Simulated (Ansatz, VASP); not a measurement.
**Two plane-wave programs on Au**

```
Au
1.0
     0.00000    2.04037    2.04037
     2.04037    0.00000    2.04037
     2.04037    2.04037    0.00000
Au
1
Direct
  0.00000 0.00000 0.00000
```

Alike in both runs: task single point; functional PBE; k mesh 11 × 11 × 11; occupations tetrahedron; no spin polarisation.

|  | VASP | Ansatz |
| --- | --- | --- |
| version | VASP 6.6.1 | Ansatz 0.2.0 |
| potentials or method | VASP PAW PBE potentials, release 64 (Au), cutoff 500 eV | PAW plane waves |
| valence electrons in the cell | 11 | 19 |

Ansatz gave:

```
pressure (GPa) : 9.2
```

Which values does VASP return?

Pressure (GPa): 8.9.

With one functional, cell and mesh, what is left measures potentials, basis and numerics. VASP's potentials hold 11 valence electrons a cell and Ansatz's 19, so a difference there can come from the potentials and not from the codes. Ansatz's warnings: band table not solved further, product built on unsolved table, tetrahedron derivatives may miss energy slope.

Neither program's run includes spin-orbit coupling.
